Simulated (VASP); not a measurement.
# Zn (Im-3m) in VASP: a series of runs

The runs below take Zn through single point, with LDA.

Everything below comes from runs of VASP 6.6.1. Logs are shortened: lines on timing, memory, paths and dates and some standing lists are left out, and cuts for length are marked.

### 1 The cell of the first run

The structure is cubic, space group Im-3m (No. 229). The conventional cell has a = 2.792 Å, b = 2.792 Å, c = 2.792 Å, α = 90.00°, β = 90.00°, γ = 90.00°. Within 3.2 Å of Zn (site symmetry m-3m) lie 14 Zn at 2.42 to 2.79 Å.

### 2 Single point, LDA

Input file INCAR:

```
SYSTEM = Zn
  PREC = Accurate
  ENCUT = 520
  EDIFF = 1E-6
  ISMEAR = 1
  SIGMA = 0.1
  LREAL = .FALSE.
  LASPH = .TRUE.
  NELM = 60
  ALGO = Normal
  ISIF = 2
  LWAVE = .FALSE.
  LCHARG = .TRUE.
  GGA = CA
  LELF = .TRUE.
  LVHAR = .TRUE.
  NBANDS = 12
```

Input file KPOINTS:

```
Automatic mesh
0
G
  11 11 11
  0 0 0
```

Input file POSCAR:

```
Zn
1.0
   -1.3961078014      1.3961078014      1.3961078014
    1.3961078014     -1.3961078014      1.3961078014
    1.3961078014      1.3961078014     -1.3961078014
Zn
1
Direct
    0.0000000000      0.0000000000      0.0000000000
```

Potentials or basis: VASP PAW LDA potentials, release 64 (Zn).

Command:

```sh
cat potpaw_LDA.64/Zn/POTCAR > POTCAR
mpirun -np 1 vasp_std > vasp.out
```

OUTCAR:

```text
SYSTEM = Zn
   PREC = Accurate
   ENCUT = 520
   EDIFF = 1E-6
   ISMEAR = 1
   LREAL = .FALSE.
   LASPH = .TRUE.
   NELM = 60
   ISIF = 2
   GGA = CA

 ion  position               nearest neighbor table
   1  0.000  0.000  0.000-

  LATTYP: Found a body centered cubic cell.
 ALAT       =     2.7922156028

  Lattice vectors:

 A1 = (  -1.3961078014,   1.3961078014,   1.3961078014)
 A2 = (   1.3961078014,  -1.3961078014,   1.3961078014)
 A3 = (   1.3961078014,   1.3961078014,  -1.3961078014)

Analysis of symmetry for initial positions (statically):
=====================================================================
 Subroutine PRICEL returns:
 Original cell was already a primitive cell.

 Routine SETGRP: Setting up the symmetry group for a
 body centered cubic supercell.

 Subroutine GETGRP returns: Found 48 space group operations
 (whereof 48 operations were pure point group operations)
 out of a pool of 48 trial point group operations.

The static configuration has the point symmetry O_h .

Analysis of symmetry for dynamics (positions and initial velocities):
=====================================================================
 Subroutine PRICEL returns:
 Original cell was already a primitive cell.

 Routine SETGRP: Setting up the symmetry group for a
 body centered cubic supercell.

 Subroutine GETGRP returns: Found 48 space group operations
 (whereof 48 operations were pure point group operations)
 out of a pool of 48 trial point group operations.

The dynamic configuration has the point symmetry O_h .

 Subroutine INISYM returns: Found 48 space group operations
 (whereof 48 operations are pure point group operations),
 and found     1 'primitive' translations

----------------------------------------------------------------------------------------

                                     Primitive cell

  volume of cell :      10.8847

  direct lattice vectors                    reciprocal lattice vectors
    -1.396107801  1.396107801  1.396107801     0.000000000  0.358138533  0.358138533
     1.396107801 -1.396107801  1.396107801     0.358138533  0.000000000  0.358138533
     1.396107801  1.396107801 -1.396107801     0.358138533  0.358138533  0.000000000

  length of vectors
     2.418129645  2.418129645  2.418129645     0.506484371  0.506484371  0.506484371

  position of ions in fractional coordinates (direct lattice)
     0.000000000  0.000000000  0.000000000

  ion indices of the primitive-cell ions
   primitive index   ion index
                 1           1

----------------------------------------------------------------------------------------

 KPOINTS: Automatic mesh

Automatic generation of k-mesh.
 Grid dimensions read from file:
 generate k-points for:   11   11   11

 Generating k-lattice:

  Cartesian coordinates                     Fractional coordinates (reciprocal lattice)
     0.000000000  0.032558048  0.032558048     0.090909091  0.000000000  0.000000000
     0.032558048  0.000000000  0.032558048     0.000000000  0.090909091  0.000000000
     0.032558048  0.032558048  0.000000000     0.000000000  0.000000000  0.090909091

  Length of vectors
     0.046044034  0.046044034  0.046044034

  Shift w.r.t. Gamma in fractional coordinates (k-lattice)
     0.000000000  0.000000000  0.000000000

 Subroutine IBZKPT returns following result:
 ===========================================

 Found     56 irreducible k-points:

 Following reciprocal coordinates:
            Coordinates               Weight
  0.000000  0.000000  0.000000      1.000000
  0.090909  0.000000  0.000000     12.000000
  0.181818  0.000000  0.000000     12.000000
  0.272727  0.000000  0.000000     12.000000
  0.363636  0.000000  0.000000     12.000000
  0.454545  0.000000  0.000000     12.000000
[... 16 lines left out ...]
  0.272727  0.181818  0.090909     48.000000
  0.363636  0.181818  0.090909     24.000000
 [... further k-points ...]
   k-points           NKPTS =     56   k-points in BZ     NKDIM =     56   number of bands    NBANDS=     12
   number of dos      NEDOS =    301   number of ions     NIONS =      1
   total plane-waves  NPLWV =   5832
   dimension x,y,z NGX =    18 NGY =   18 NGZ =   18
   dimension x,y,z NGXF=    36 NGYF=   36 NGZF=   36
   ions per type =               1
   NGX,Y,Z   is equivalent  to a cutoff of  12.37, 12.37, 12.37 a.u.
   NGXF,Y,Z  is equivalent  to a cutoff of  24.75, 24.75, 24.75 a.u.
 SYSTEM =  Zn
   PREC   = accura    normal or accurate (medium, high low for compatibility)
   ISTART =      0    job   : 0-new  1-cont  2-samecut
   ICHARG =      2    charge: 1-file 2-atom 10-const
   ISPIN  =      1    spin polarized calculation?
   LNONCOLLINEAR =      F non collinear calculations
   LSORBIT =      F    spin-orbit coupling
   LASPH  =      T    aspherical Exc in radial PAW
   ENCUT  =  520.0 eV  38.22 Ry    6.18 a.u.   4.50  4.50  4.50*2*pi/ulx,y,z
   NELM   =     60;   NELMIN=  2; NELMDL= -5     # of ELM steps
   EDIFF  = 0.1E-05   stopping-criterion for ELM
   LREAL  =      F    real-space projection
   EDIFFG = 0.1E-04   stopping-criterion for IOM
   NSW    =      0    number of steps for IOM
   IBRION =     -1    ionic relax: 0-MD 1-quasi-New 2-CG
   NFREE  =      0    steps in history (QN), initial steepest desc. (CG)
   ISIF   =      2    stress and relaxation
   ISYM   =      2    0-nonsym 1-usesym 2-fastsym
   POTIM  = 0.5000    time-step for ionic-motion
   TEBEG  =    0.0;   TEEND  =   0.0 temperature during run
   PSTRESS=    0.0 pullay stress
   NELECT =      12.0000    total number of electrons
   NUPDOWN=      -1.0000    fix difference up-down
   EMIN   =  10.00;   EMAX   =-10.00  energy-range for DOS
   EFERMI =   0.00;   METHOD = LEGACY
   ISMEAR =     1;   SIGMA  =   0.10  broadening in eV -4-tet -1-fermi 0-gaus
   EFERMI_NEDOS =   21; number of points for ismear=-14 and -15
   IALGO  =     38    algorithm
   IMIX   =      4    mixing-type and parameters
     AMIX     =   0.40;   BMIX     =  1.00
     AMIX_MAG =   1.60;   BMIX_MAG =  1.00
  volume/ion in A,a.u.               =      10.88        73.45
  Fermi-wavevector in a.u.,A,eV,Ry     =   1.691205  3.195914 38.915042  2.860175
  Thomas-Fermi vector in A             =   2.773014
   LORBIT       =      0    0 simple, 1 ext, 2 COOP (PROOUT), +10 PAW based schemes
   GGA     = CA    functional components
   LHFCALC =     F    Hartree Fock is set to
   AEXX    =    0.0000 exact exchange contribution
   IVDW    =     0    specifies the selected vdW correction
   LEPSILON=     F    determine dielectric tensor
   LRPA    =     F    only Hartree local field effects (RPA)
 non-spin polarized calculation
 Methfessel and Paxton  Order N= 1 SIGMA  =   0.10
  energy-cutoff  :      520.00
  volume of cell :       10.88
 maximum number of plane-waves:       321
 NGX is ok and might be reduce to    18
   NGX =  9   NGY =  9   NGZ =  9

 number of electron      12.0000018 magnetization

 Free energy of the ion-electron system (eV)
  ---------------------------------------------------
  ext. energy  EPLUGINS =         0.00000000
  ---------------------------------------------------
  free energy    TOTEN  =        -1.49354092 eV

  energy without entropy =       -1.49357420  energy(sigma->0) =       -1.49355201

 E-fermi :   6.5500     XC(G=0): -13.7993

 val. band max:        6.5103536283   @ k =   0.3636   0.1818   0.0909
 cond. band min:       6.6769335319   @ k =  -0.4545   0.4545   0.0909
 fundamental gap:      0.1665799036
 Fermi energy:         6.5499824226

 k-point     1 :       0.0000    0.0000    0.0000
  band No.  band energies     occupation
      1      -7.6736      2.00000
      2      -3.2090      2.00000
      3      -3.2090      2.00000
      4      -3.2090      2.00000
      5      -2.2889      2.00000
      6      -2.2889      2.00000
      7      29.9277      0.00000
      8      29.9277      0.00000
      9      29.9277      0.00000
     10      31.3644      0.00000
     11      31.3644      0.00000
     12      31.3644      0.00000

 k-point     2 :       0.0909    0.0000    0.0000
  band No.  band energies     occupation
      1      -7.3416      2.00000
      2      -3.2567      2.00000
      3      -3.2041      2.00000
      4      -3.0988      2.00000
      5      -2.3328      2.00000
      6      -2.2854      2.00000
      7      25.7073      0.00000
      8      28.2741      0.00000
      9      28.7311      0.00000
     10      28.7554      0.00000
     11      30.0184      0.00000
     12      30.9610      0.00000

 k-point     3 :       0.1818    0.0000    0.0000
  band No.  band energies     occupation
      1      -6.3967      2.00000
      2      -3.3836      2.00000
      3      -3.1809      2.00000
      4      -2.7941      2.00000
      5      -2.4075      2.00000
      6      -2.2739      2.00000
      7      20.0986      0.00000
      8      25.5942      0.00000
      9      25.7315      0.00000
     10      27.0919      0.00000
     11      28.9251      0.00000
     12      32.0913      0.00000
[... 286 lines left out ...]
 k-point    23 :       0.2727    0.1818    0.0909
  band No.  band energies     occupation
      1      -3.9685      2.00000
      2      -3.7069      2.00000
      3      -3.0082      2.00000
      4      -2.2868      2.00000
      5      -2.1971      2.00000
      6       2.1047      2.00000
      7       9.4386      0.00000
      8      12.8009      0.00000
      9      16.1573      0.00000
     10      33.2606      0.00000
     11      36.7577      0.00000
     12      37.8092      0.00000

 k-point    24 :       0.3636    0.1818    0.0909
  band No.  band energies     occupation
      1      -4.0091      2.00000
      2      -3.7409      2.00000
      3      -2.8353      2.00000
      4      -2.2626      2.00000
      5      -2.1878      2.00000
      6       4.3581      2.00000
      7       6.5104      1.61591
      8      12.4558      0.00000
      9      15.8264      0.00000
     10      33.0926      0.00000
     11      37.2118      0.00000
     12      38.6222      0.00000

 [... further k-points ...]

------------------------ aborting loop because EDIFF is reached ----------------------------------------

  FORCE on cell =-STRESS in cart. coord.  units (eV):
  Direction    XX          YY          ZZ          XY          YZ          ZX
  --------------------------------------------------------------------------------------
  -------------------------------------------------------------------------------------
  Total        2.8336548      2.8336548      2.8336548      0.0000000      0.0000000     -0.0000000
  in kB      417.1004617    417.1004617    417.1004617      0.0000000      0.0000000     -0.0000000
  external PRESSURE =     417.1004617 kB  Pullay stress =       0.0000000 kB

 VOLUME and BASIS-vectors are now :
 -----------------------------------------------------------------------------
  energy-cutoff  :      520.00
  volume of cell :       10.88
      direct lattice vectors                 reciprocal lattice vectors
    -1.396107801  1.396107801  1.396107801     0.000000000  0.358138533  0.358138533
     1.396107801 -1.396107801  1.396107801     0.358138533  0.000000000  0.358138533
     1.396107801  1.396107801 -1.396107801     0.358138533  0.358138533  0.000000000

 POSITION                                       TOTAL-FORCE (eV/Angst)
 -----------------------------------------------------------------------------------
      0.00000      0.00000      0.00000        -0.000000     -0.000000      0.000000
 -----------------------------------------------------------------------------------
    total drift:                                0.000000      0.000000      0.000000

  FREE ENERGIE OF THE ION-ELECTRON SYSTEM (eV)
  ---------------------------------------------------
  free  energy   TOTEN  =        -1.4935409208 eV

  energy  without entropy=       -1.4935742026  energy(sigma->0) =       -1.49355201
```

Wall time 3.1 s (1 thread of Intel Xeon 6975P-C (Granite Rapids), shared host); peak memory 0.11 GiB.

Results:

- Free energy: -1.4935 eV
- Pressure: 41.7 GPa
- Band gap on the k mesh: zero (band 6 reaches 9.50 eV, above the bottom of band 7 at 5.80 eV)

### 3 Single point, LDA

This run uses another cell than the first one, of 10.22 Å³/atom, 0.939 times its volume.

Input file INCAR:

```
SYSTEM = Zn
  ALGO = Normal
  EDIFF = 1E-7
  ENCUT = 520
  ISIF = 2
  ISMEAR = 1
  LASPH = .True.
  LCHARG = .True.
  LELF = .True.
  LREAL = .False.
  LVHAR = .True.
  LWAVE = .False.
  NBANDS = 12
  NELM = 60
  PREC = Accurate
  SIGMA = 0.1
```

Input file KPOINTS:

```
k-points
0
Gamma
  11 11 11
  0 0 0
```

Input file POSCAR:

```
Zn
1.0
   -1.3668832595      1.3668832595      1.3668832595
    1.3668832595     -1.3668832595      1.3668832595
    1.3668832595      1.3668832595     -1.3668832595
Zn
1
Direct
    0.0000000000      0.0000000000      0.0000000000
```

Potentials or basis: VASP PAW LDA potentials, release 64 (Zn).

Command:

```sh
cat potpaw_LDA.64/Zn/POTCAR > POTCAR
mpirun -np 1 vasp_std > vasp.out
```

OUTCAR:

```text
SYSTEM = Zn
   EDIFF = 1E-7
   ENCUT = 520
   ISIF = 2
   ISMEAR = 1
   LASPH = .True.
   LREAL = .False.
   NELM = 60
   PREC = Accurate

 ion  position               nearest neighbor table
   1  0.000  0.000  0.000-

  LATTYP: Found a body centered cubic cell.
 ALAT       =     2.7337665190

  Lattice vectors:

 A1 = (  -1.3668832595,   1.3668832595,   1.3668832595)
 A2 = (   1.3668832595,  -1.3668832595,   1.3668832595)
 A3 = (   1.3668832595,   1.3668832595,  -1.3668832595)

Analysis of symmetry for initial positions (statically):
=====================================================================
 Subroutine PRICEL returns:
 Original cell was already a primitive cell.

 Routine SETGRP: Setting up the symmetry group for a
 body centered cubic supercell.

 Subroutine GETGRP returns: Found 48 space group operations
 (whereof 48 operations were pure point group operations)
 out of a pool of 48 trial point group operations.

The static configuration has the point symmetry O_h .

Analysis of symmetry for dynamics (positions and initial velocities):
=====================================================================
 Subroutine PRICEL returns:
 Original cell was already a primitive cell.

 Routine SETGRP: Setting up the symmetry group for a
 body centered cubic supercell.

 Subroutine GETGRP returns: Found 48 space group operations
 (whereof 48 operations were pure point group operations)
 out of a pool of 48 trial point group operations.

The dynamic configuration has the point symmetry O_h .

 Subroutine INISYM returns: Found 48 space group operations
 (whereof 48 operations are pure point group operations),
 and found     1 'primitive' translations

----------------------------------------------------------------------------------------

                                     Primitive cell

  volume of cell :      10.2154
[... 112 lines left out ...]
   GGA     = CA    functional components
   LHFCALC =     F    Hartree Fock is set to
   AEXX    =    0.0000 exact exchange contribution
   IVDW    =     0    specifies the selected vdW correction
   LEPSILON=     F    determine dielectric tensor
   LRPA    =     F    only Hartree local field effects (RPA)
 non-spin polarized calculation
 Methfessel and Paxton  Order N= 1 SIGMA  =   0.10
  energy-cutoff  :      520.00
  volume of cell :       10.22
 maximum number of plane-waves:       285
 NGX is ok and might be reduce to    18
   NGX =  9   NGY =  9   NGZ =  9

 number of electron      11.9999977 magnetization

 Free energy of the ion-electron system (eV)
  ---------------------------------------------------
  ext. energy  EPLUGINS =         0.00000000
  ---------------------------------------------------
  free energy    TOTEN  =        -1.27885466 eV

  energy without entropy =       -1.27850770  energy(sigma->0) =       -1.27873901

 E-fermi :   7.3957     XC(G=0): -14.1888

 val. band max:        7.3731539054   @ k =   0.3636   0.1818   0.0909
 cond. band min:       7.4214894344   @ k =  -0.3636  -0.3636   0.0909
 fundamental gap:      0.0483355290
 Fermi energy:         7.3957431499

 k-point     1 :       0.0000    0.0000    0.0000
  band No.  band energies     occupation
      1      -7.6806      2.00000
      2      -2.8388      2.00000
      3      -2.8388      2.00000
      4      -2.8388      2.00000
      5      -1.8171      2.00000
      6      -1.8171      2.00000
      7      31.2066      0.00000
      8      31.2066      0.00000
      9      31.2066      0.00000
     10      33.5037      0.00000
     11      33.5037      0.00000
     12      33.5037      0.00000
[... 331 lines left out ...]
 k-point    24 :       0.3636    0.1818    0.0909
  band No.  band energies     occupation
      1      -3.7531      2.00000
      2      -3.4490      2.00000
      3      -2.4638      2.00000
      4      -1.7848      2.00000
      5      -1.7013      2.00000
      6       4.9220      2.00000
      7       7.3732      1.37173
      8      13.4611      0.00000
      9      16.9595      0.00000
     10      34.7323      0.00000
     11      39.2306      0.00000
     12      40.4287      0.00000

 [... further k-points ...]

------------------------ aborting loop because EDIFF is reached ----------------------------------------

  FORCE on cell =-STRESS in cart. coord.  units (eV):
  Direction    XX          YY          ZZ          XY          YZ          ZX
  --------------------------------------------------------------------------------------
  -------------------------------------------------------------------------------------
  Total        3.9512718      3.9512718      3.9512718      0.0000000      0.0000000     -0.0000000
  in kB      619.7167335    619.7167335    619.7167335      0.0000000      0.0000000     -0.0000000
  external PRESSURE =     619.7167335 kB  Pullay stress =       0.0000000 kB

 VOLUME and BASIS-vectors are now :
 -----------------------------------------------------------------------------
  energy-cutoff  :      520.00
  volume of cell :       10.22
      direct lattice vectors                 reciprocal lattice vectors
    -1.366883260  1.366883260  1.366883260     0.000000000  0.365795686  0.365795686
     1.366883260 -1.366883260  1.366883260     0.365795686  0.000000000  0.365795686
     1.366883260  1.366883260 -1.366883260     0.365795686  0.365795686  0.000000000

 POSITION                                       TOTAL-FORCE (eV/Angst)
 -----------------------------------------------------------------------------------
      0.00000      0.00000      0.00000        -0.000000      0.000000     -0.000000
 -----------------------------------------------------------------------------------
    total drift:                                0.000000      0.000000      0.000000

  FREE ENERGIE OF THE ION-ELECTRON SYSTEM (eV)
  ---------------------------------------------------
  free  energy   TOTEN  =        -1.2788546622 eV

  energy  without entropy=       -1.2785077011  energy(sigma->0) =       -1.27873901
```

OSZICAR:

```text
N       E                     dE             d eps       ncg     rms          rms(c)
DAV:   1     0.413862035545E+02    0.41386E+02   -0.66081E+03  1444   0.179E+03
DAV:   2    -0.515113016166E+00   -0.41901E+02   -0.39519E+02  1392   0.228E+02
DAV:   3    -0.154139259722E+01   -0.10263E+01   -0.10248E+01  1548   0.345E+01
DAV:   4    -0.154290835091E+01   -0.15158E-02   -0.15157E-02  1504   0.123E+00
DAV:   5    -0.154290898971E+01   -0.63880E-06   -0.63812E-06  1520   0.246E-02    0.770E+00
DAV:   6    -0.131590546337E+01    0.22700E+00   -0.98963E-01  1508   0.214E+01    0.487E+00
DAV:   7    -0.128876642281E+01    0.27139E-01   -0.17253E-02  1408   0.270E+00    0.237E+00
DAV:   8    -0.127887660476E+01    0.98898E-02   -0.28355E-03  1704   0.847E-01    0.352E-02
DAV:   9    -0.127885494978E+01    0.21655E-04   -0.98381E-05  2016   0.167E-01    0.170E-02
DAV:  10    -0.127885467257E+01    0.27722E-06   -0.49930E-06  1416   0.320E-02    0.122E-03
DAV:  11    -0.127885466224E+01    0.10324E-07   -0.12126E-07  1112   0.605E-03
   1 F= -.12788547E+01 E0= -.12787390E+01  d E =-.346961E-03
```

It took 3 s on 1 thread of Intel Xeon 6975P-C (Granite Rapids), shared host; peak memory 0.11 GiB.

The run converged, but its numbers aren't listed here, since they failed a check.

(Part 1 of 2 ends here.)
